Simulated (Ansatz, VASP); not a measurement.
# BN in VASP and in Ansatz

```
B N
1.0
     2.48435    0.00000    0.00000
    -1.24217    2.15151    0.00000
     0.00000    0.00000    7.14150
B N
2 2
Cartesian
  0.0000 1.4343 1.7854
  1.2422 0.7172 5.3561
  0.0000 1.4343 5.3561
  1.2422 0.7172 1.7854
```

Alike in both runs: task single point; functional LDA; k mesh 12 × 12 × 4; occupations gaussian, width 0.05 eV; no spin polarisation.

```csv
,VASP,Ansatz
version,VASP 6.6.1,Ansatz 0.2.0
potentials or method,"VASP PAW LDA potentials, release 64 (B, N), cutoff 520 eV","scalar-relativistic, plane waves, PAW"
valence electrons in the cell,16,16
```

```csv
,VASP,Ansatz,Ansatz less VASP
gap on the k mesh at the Fermi level (eV),4.23,4.24,+0.012
least direct gap on the mesh (eV),4.58,4.58,+0.006
pressure (GPa),1.1,0.6,-0.57
"traceless stress, the component that is largest in VASP (GPa)",-2.68,-1.95,+0.729
```

Ansatz warns that its potentials were made for another functional, while VASP's fit it. LDA's correlation is that of Perdew and Zunger in VASP and of Perdew and Wang (1992) in Ansatz.
